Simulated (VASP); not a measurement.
# As in VASP: notebook, part 2 of 3

VASP 6.6.1. Earlier steps stand in the parts before.

### 4 Single point, PBE+D3(BJ)

This run uses another cell than the first one, of 98.13 Å³/atom, 1.603 times its volume.

INCAR reads:

```
SYSTEM = As
  PREC = Accurate
  ENCUT = 520
  EDIFF = 1E-6
  ISMEAR = 0
  SIGMA = 0.02
  LREAL = .FALSE.
  LASPH = .TRUE.
  NELM = 80
  ALGO = Normal
  ISIF = 2
  LWAVE = .FALSE.
  LCHARG = .FALSE.
  LDIPOL = .TRUE.
  IDIPOL = 3
  DIPOL = 0.5 0.5 0.283
  GGA = PE
  IVDW = 12
  NBANDS = 18
```

KPOINTS reads:

```
regular mesh
0
G
  12 12 1
  0 0 0
```

POSCAR reads:

```
As
1.0
    3.5796493893     -0.0000002749      0.0000000000
   -1.7898244566      3.1000674452      0.0000000000
    0.0000000000      0.0000000000     35.3725712000
As
4
Direct
    0.6666666667      0.3333333333      0.2404303786
    0.3333333333      0.6666666667      0.2009880868
    0.6666666667      0.3333333333      0.3644217582
    0.3333333333      0.6666666667      0.3249794664
```

Potentials or basis: VASP PAW PBE potentials, release 64 (As).

The run is started by

```sh
cat potpaw_PBE.64/As/POTCAR > POTCAR
mpirun -np 1 vasp_std > vasp.out
```

OUTCAR:

```text
SYSTEM = As
   PREC = Accurate
   ENCUT = 520
   EDIFF = 1E-6
   ISMEAR = 0
   LREAL = .FALSE.
   LASPH = .TRUE.
   NELM = 80
   ISIF = 2
   GGA = PE
   IVDW = 12
 IVDW          = 12

 ion  position               nearest neighbor table
   1  0.667  0.333  0.240-   2 2.49   2 2.49   2 2.49
   2  0.333  0.667  0.201-   1 2.49   1 2.49   1 2.49
   3  0.667  0.333  0.364-   4 2.49   4 2.49   4 2.49
   4  0.333  0.667  0.325-   3 2.49   3 2.49   3 2.49

  LATTYP: Found a hexagonal cell.
 ALAT       =     3.5796493893
 C/A-ratio  =     9.8815742418

  Lattice vectors:

 A1 = (   3.5796493893,  -0.0000002749,   0.0000000000)
 A2 = (  -1.7898244566,   3.1000674452,   0.0000000000)
 A3 = (   0.0000000000,   0.0000000000,  35.3725712000)

Analysis of symmetry for initial positions (statically):
=====================================================================
 Subroutine PRICEL returns:
 Original cell was already a primitive cell.

 Routine SETGRP: Setting up the symmetry group for a
 hexagonal supercell.

[... 175 lines left out ...]
 fundamental gap:      0.7036093494
 Fermi energy:        -2.5662187130

 k-point     1 :       0.0000    0.0000    0.0000
  band No.  band energies     occupation
      1     -16.9207      2.00000
      2     -16.7460      2.00000
      3     -10.9549      2.00000
      4     -10.0162      2.00000
      5      -4.5791      2.00000
      6      -3.2662      2.00000
[... 376 lines left out ...]
      5      -7.7988      2.00000
      6      -7.5758      2.00000
[... 10 lines left out ...]
     17       4.4993      0.00000
     18       5.7756      0.00000

------------------------ aborting loop because EDIFF is reached ----------------------------------------

 vacuum level on the upper side and lower side of the slab       (xc-potential included)        -0.006        -0.006

 Edisp (eV)   -1.12879

 E8    (eV) :    -0.4951

  FORCE on cell =-STRESS in cart. coord.  units (eV):
  Direction    XX          YY          ZZ          XY          YZ          ZX
  --------------------------------------------------------------------------------------
  -------------------------------------------------------------------------------------
  Total       0.17298     0.17298     0.24535    -0.00000     0.00000    -0.00000
  in kB       0.70604     0.70604     1.00144    -0.00000     0.00000    -0.00000
  external pressure =        0.80 kB  Pullay stress =        0.00 kB

 VOLUME and BASIS-vectors are now :
 -----------------------------------------------------------------------------
  energy-cutoff  :      520.00
  volume of cell :      392.53
      direct lattice vectors                 reciprocal lattice vectors
     3.579649389 -0.000000275  0.000000000     0.279356980  0.161286799  0.000000000
    -1.789824457  3.100067445  0.000000000     0.000000025  0.322573641  0.000000000
     0.000000000  0.000000000 35.372571200     0.000000000  0.000000000  0.028270492

 POSITION                                       TOTAL-FORCE (eV/Angst)
 -----------------------------------------------------------------------------------
      1.78982      1.03336      8.50464        -0.000000      0.000000      0.090328
      0.00000      2.06671      7.10947         0.000000      0.000000     -0.089804
      1.78982      1.03336     12.89053        -0.000000     -0.000000      0.089804
      0.00000      2.06671     11.49536         0.000000     -0.000000     -0.090328
 -----------------------------------------------------------------------------------
    total drift:                               -0.000000     -0.000000      0.000024

  FREE ENERGIE OF THE ION-ELECTRON SYSTEM (eV)
  ---------------------------------------------------
  free  energy   TOTEN  =       -19.7485422095 eV

  energy  without entropy=      -19.7485422095  energy(sigma->0) =      -19.74854221

 vacuum level on the upper side and lower side of the slab         2.152         2.152
```

stdout:

```text
POSCAR found type information on POSCAR As
 POSCAR found :  1 types and       4 ions
 scaLAPACK will be used
 LDA part: xc-table for (Slater+PW92), standard interpolation
 POSCAR, INCAR and KPOINTS ok, starting setup
 FFT: planning ... GRIDC
 FFT: planning ... GRID_SOFT
 FFT: planning ... GRID
 WAVECAR not read
 entering main loop
```

Run time: 4.6 min. Hardware: 1 thread of AMD EPYC 7R43 (Zen 3), shared host; peak memory 0.46 GiB.

What came out:

```
Free energy                : -19.7485 eV
Largest force              : 0.090 eV/Å
Band gap on the k mesh     : 0.70 eV, indirect (least direct gap 1.57 eV)
Dispersion energy per atom : -0.282 eV
```

Forces on the atoms (eV/Å):
```
As   0.000  0.000  0.090
As   0.000  0.000 -0.090
As   0.000  0.000  0.090
As   0.000  0.000 -0.090
```

### 5 Single point, PBE+D3(BJ)

This run uses another cell than the first one, of 98.92 Å³/atom, 1.616 times its volume.

INCAR reads:

```
SYSTEM = As
PREC = Accurate
ENCUT = 520
EDIFF = 1E-6
ISMEAR = 0
SIGMA = 0.02
LREAL = .False.
LASPH = .True.
NELM = 100
ALGO = Normal
ISIF = 2
LWAVE = .False.
LCHARG = .False.
LDIPOL = .True.
IDIPOL = 3
DIPOL = 0.5 0.5 0.283
GGA = PE
IVDW = 12
NBANDS = 18
```

KPOINTS reads:

```
regular mesh
0
Gamma
  12 12 1
  0 0 0
```

POSCAR reads:

```
As
1.0
    3.5939727413     -0.0000002760      0.0000000000
   -1.7969861317      3.1124718325      0.0000000000
    0.0000000000      0.0000000000     35.3725712000
As
4
Direct
    0.6666666667      0.3333333333      0.2413809950
    0.3333333333      0.6666666667      0.2020912988
    0.6666666667      0.3333333333      0.3633185462
    0.3333333333      0.6666666667      0.3240288500
```

Potentials or basis: VASP PAW PBE potentials, release 64 (As).

The run is started by

```sh
cat potpaw_PBE.64/As/POTCAR > POTCAR
mpirun -np 1 vasp_std > vasp.out
```

OUTCAR:

```text
SYSTEM = As
   PREC = Accurate
   ENCUT = 520
   EDIFF = 1E-6
   ISMEAR = 0
   LREAL = .False.
   LASPH = .True.
   NELM = 100
   ISIF = 2
   GGA = PE
   IVDW = 12
 IVDW          = 12

 ion  position               nearest neighbor table
   1  0.667  0.333  0.241-   2 2.50   2 2.50   2 2.50
   2  0.333  0.667  0.202-   1 2.50   1 2.50   1 2.50
   3  0.667  0.333  0.363-   4 2.50   4 2.50   4 2.50
   4  0.333  0.667  0.324-   3 2.50   3 2.50   3 2.50

  LATTYP: Found a hexagonal cell.
 ALAT       =     3.5939727413
 C/A-ratio  =     9.8421923999

  Lattice vectors:

 A1 = (   3.5939727413,  -0.0000002760,   0.0000000000)
 A2 = (  -1.7969861317,   3.1124718325,   0.0000000000)
 A3 = (   0.0000000000,   0.0000000000,  35.3725712000)

Analysis of symmetry for initial positions (statically):
=====================================================================
 Subroutine PRICEL returns:
 Original cell was already a primitive cell.

 Routine SETGRP: Setting up the symmetry group for a
 hexagonal supercell.

 Subroutine GETGRP returns: Found 12 space group operations
 (whereof  6 operations were pure point group operations)
 out of a pool of 24 trial point group operations.

The static configuration has the point symmetry C_3v.
 The point group associated with its full space group is D_3d.

Analysis of symmetry for dynamics (positions and initial velocities):
=====================================================================
 Subroutine PRICEL returns:
 Original cell was already a primitive cell.

 Routine SETGRP: Setting up the symmetry group for a
 hexagonal supercell.

 Subroutine GETGRP returns: Found 12 space group operations
 (whereof  6 operations were pure point group operations)
 out of a pool of 24 trial point group operations.

The dynamic configuration has the point symmetry C_3v.
 The point group associated with its full space group is D_3d.

 Subroutine INISYM returns: Found 12 space group operations
 (whereof  6 operations are pure point group operations),
 and found     1 'primitive' translations

----------------------------------------------------------------------------------------

                                     Primitive cell

  volume of cell :     395.6825

  direct lattice vectors                    reciprocal lattice vectors
     3.593972741 -0.000000276  0.000000000     0.278243636  0.160644010  0.000000000
    -1.796986132  3.112471832  0.000000000     0.000000025  0.321288062  0.000000000
     0.000000000  0.000000000 35.372571200     0.000000000  0.000000000  0.028270492

  length of vectors
     3.593972741  3.593972741 35.372571200     0.321288062  0.321288062  0.028270492

  position of ions in fractional coordinates (direct lattice)
     0.666666667  0.333333333  0.241380995
     0.333333333  0.666666667  0.202091299
     0.666666667  0.333333333  0.363318546
     0.333333333  0.666666667  0.324028850

  ion indices of the primitive-cell ions
   primitive index   ion index
                 1           1
                 2           2
[... 31 lines left out ...]
  0.000000  0.000000  0.000000      1.000000
  0.083333  0.000000  0.000000      6.000000
  0.166667  0.000000  0.000000      6.000000
  0.250000  0.000000  0.000000      6.000000
  0.333333  0.000000  0.000000      6.000000
  0.416667  0.000000  0.000000      6.000000
[... 11 lines left out ...]
  0.333333  0.250000  0.000000     12.000000
  0.333333  0.333333  0.000000      2.000000
   k-points           NKPTS =     19   k-points in BZ     NKDIM =     19   number of bands    NBANDS=     18
   number of dos      NEDOS =    301   number of ions     NIONS =      4
   total plane-waves  NPLWV = 211680
   dimension x,y,z NGX =    28 NGY =   28 NGZ =  270
   dimension x,y,z NGXF=    56 NGYF=   56 NGZF=  540
   ions per type =               4
   NGX,Y,Z   is equivalent  to a cutoff of  12.95, 12.95, 12.69 a.u.
   NGXF,Y,Z  is equivalent  to a cutoff of  25.90, 25.90, 25.38 a.u.
 SYSTEM =  As
   PREC   = accura    normal or accurate (medium, high low for compatibility)
   ISTART =      0    job   : 0-new  1-cont  2-samecut
   ICHARG =      2    charge: 1-file 2-atom 10-const
   ISPIN  =      1    spin polarized calculation?
   LNONCOLLINEAR =      F non collinear calculations
   LSORBIT =      F    spin-orbit coupling
   LASPH  =      T    aspherical Exc in radial PAW
   ENCUT  =  520.0 eV  38.22 Ry    6.18 a.u.   6.68  6.68 65.77*2*pi/ulx,y,z
   NELM   =    100;   NELMIN=  2; NELMDL= -5     # of ELM steps
   EDIFF  = 0.1E-05   stopping-criterion for ELM
   LREAL  =      F    real-space projection
   EDIFFG = 0.1E-04   stopping-criterion for IOM
   NSW    =      0    number of steps for IOM
   IBRION =     -1    ionic relax: 0-MD 1-quasi-New 2-CG
   NFREE  =      0    steps in history (QN), initial steepest desc. (CG)
   ISIF   =      2    stress and relaxation
   ISYM   =      2    0-nonsym 1-usesym 2-fastsym
   POTIM  = 0.5000    time-step for ionic-motion
   TEBEG  =    0.0;   TEEND  =   0.0 temperature during run
   PSTRESS=    0.0 pullay stress
   NELECT =      20.0000    total number of electrons
   NUPDOWN=      -1.0000    fix difference up-down
   EMIN   =  10.00;   EMAX   =-10.00  energy-range for DOS
   EFERMI =   0.00;   METHOD = LEGACY
   ISMEAR =     0;   SIGMA  =   0.02  broadening in eV -4-tet -1-fermi 0-gaus
   EFERMI_NEDOS =   21; number of points for ismear=-14 and -15
   IALGO  =     38    algorithm
   IMIX   =      4    mixing-type and parameters
     AMIX     =   0.40;   BMIX     =  1.00
     AMIX_MAG =   1.60;   BMIX_MAG =  1.00
  volume/ion in A,a.u.               =      98.92       667.55
  Fermi-wavevector in a.u.,A,eV,Ry     =   0.605298  1.143847  4.984979  0.366386
  Thomas-Fermi vector in A             =   1.658970
   LORBIT       =      0    0 simple, 1 ext, 2 COOP (PROOUT), +10 PAW based schemes
   GGA     = PE    functional components
   LHFCALC =     F    Hartree Fock is set to
   AEXX    =    0.0000 exact exchange contribution
   IVDW    =    12    specifies the selected vdW correction
   LEPSILON=     F    determine dielectric tensor
   LRPA    =     F    only Hartree local field effects (RPA)
 non-spin polarized calculation
 Gauss-broadening in eV      SIGMA  =   0.02
  energy-cutoff  :      520.00
  volume of cell :      395.68
 maximum number of plane-waves:     10727
 NGX is ok and might be reduce to    28
   NGX = 13   NGY = 13   NGZ =131

 dipolmoment           0.000000      0.000000     -0.000003 electrons x Angstroem

 number of electron      20.0000000 magnetization

 dipolmoment           0.000000      0.000000      0.000002 electrons x Angstroem

 Free energy of the ion-electron system (eV)
  ---------------------------------------------------
  ext. energy  EPLUGINS =         0.00000000
  ---------------------------------------------------
  free energy    TOTEN  =       -18.61536949 eV

  energy without entropy =      -18.61536949  energy(sigma->0) =      -18.61536949

 E-fermi :  -2.5295     XC(G=0):  -2.6481

 val. band max:       -2.6475405753   @ k =   0.0833   0.0000   0.0000
 cond. band min:      -2.0321746970   @ k =   0.3333   0.0000   0.0000
 fundamental gap:      0.6153658783
 Fermi energy:        -2.5294679670

 k-point     1 :       0.0000    0.0000    0.0000
  band No.  band energies     occupation
      1     -16.9189      2.00000
      2     -16.7193      2.00000
      3     -10.9966      2.00000
      4      -9.9783      2.00000
      5      -4.5729      2.00000
      6      -3.3535      2.00000
[... 376 lines left out ...]
      5      -7.8201      2.00000
      6      -7.5684      2.00000
[... 10 lines left out ...]
     17       4.4911      0.00000
     18       5.6853      0.00000

------------------------ aborting loop because EDIFF is reached ----------------------------------------

 vacuum level on the upper side and lower side of the slab       (xc-potential included)        -0.006        -0.006

 Edisp (eV)   -1.13148

 E8    (eV) :    -0.4966

  FORCE on cell =-STRESS in cart. coord.  units (eV):
  Direction    XX          YY          ZZ          XY          YZ          ZX
  --------------------------------------------------------------------------------------
  -------------------------------------------------------------------------------------
  Total      -0.10155    -0.10155     0.39501     0.00000    -0.00000     0.00000
  in kB      -0.41119    -0.41119     1.59945     0.00000    -0.00000     0.00000
  external pressure =        0.26 kB  Pullay stress =        0.00 kB

 VOLUME and BASIS-vectors are now :
 -----------------------------------------------------------------------------
  energy-cutoff  :      520.00
  volume of cell :      395.68
      direct lattice vectors                 reciprocal lattice vectors
     3.593972741 -0.000000276  0.000000000     0.278243636  0.160644010  0.000000000
    -1.796986132  3.112471832  0.000000000     0.000000025  0.321288062  0.000000000
     0.000000000  0.000000000 35.372571200     0.000000000  0.000000000  0.028270492

 POSITION                                       TOTAL-FORCE (eV/Angst)
 -----------------------------------------------------------------------------------
      1.79699      1.03749      8.53827        -0.000000     -0.000000      0.085516
      0.00000      2.07498      7.14849         0.000000     -0.000000     -0.113635
      1.79699      1.03749     12.85151        -0.000000      0.000000      0.113635
      0.00000      2.07498     11.46173         0.000000     -0.000000     -0.085516
 -----------------------------------------------------------------------------------
    total drift:                                0.000000     -0.000000      0.000014

  FREE ENERGIE OF THE ION-ELECTRON SYSTEM (eV)
  ---------------------------------------------------
  free  energy   TOTEN  =       -19.7468528321 eV

  energy  without entropy=      -19.7468528321  energy(sigma->0) =      -19.74685283

 vacuum level on the upper side and lower side of the slab         2.139         2.139
```

OSZICAR:

```text
N       E                     dE             d eps       ncg     rms          rms(c)
DAV:   1     0.133501548415E+03    0.13350E+03   -0.58183E+03   684   0.751E+02
DAV:   2    -0.295982333002E+01   -0.13646E+03   -0.12860E+03  1088   0.130E+02
DAV:   3    -0.183896570007E+02   -0.15430E+02   -0.15357E+02   956   0.536E+01
DAV:   4    -0.187168071419E+02   -0.32715E+00   -0.32644E+00   940   0.953E+00
[... 10 lines left out ...]
DAV:  15    -0.186153514077E+02   -0.29543E-04   -0.12715E-06   758   0.410E-03    0.546E-04
DAV:  16    -0.186153585512E+02   -0.71434E-05   -0.11608E-07   738   0.122E-03    0.392E-04
DAV:  17    -0.186153665180E+02   -0.79669E-05   -0.18677E-07   708   0.105E-03    0.219E-04
DAV:  18    -0.186153686266E+02   -0.21086E-05   -0.32925E-08   650   0.428E-04    0.960E-05
DAV:  19    -0.186153694895E+02   -0.86296E-06   -0.21038E-08   676   0.292E-04
   1 F= -.19746853E+02 E0= -.19746853E+02  d E =-.343483E-18
```

stdout:

```text
POSCAR found type information on POSCAR As
 POSCAR found :  1 types and       4 ions
 scaLAPACK will be used
 LDA part: xc-table for (Slater+PW92), standard interpolation
 POSCAR, INCAR and KPOINTS ok, starting setup
 FFT: planning ... GRIDC
 FFT: planning ... GRID_SOFT
 FFT: planning ... GRID
 WAVECAR not read
 entering main loop
```

It took 5.6 min on 1 thread of AMD EPYC 7R43 (Zen 3), shared host; peak memory 0.5 GiB.

Results:

* Free energy: -19.7469 eV
* Largest force: 0.114 eV/Å
* Band gap on the k mesh: 0.62 eV, indirect (least direct gap 1.44 eV)
* Dispersion energy per atom: -0.283 eV

Forces on the atoms (eV/Å):
```
As   0.000  0.000  0.086
As   0.000  0.000 -0.114
As   0.000  0.000  0.114
As   0.000  0.000 -0.086
```

(Part 2 of 3 ends here.)
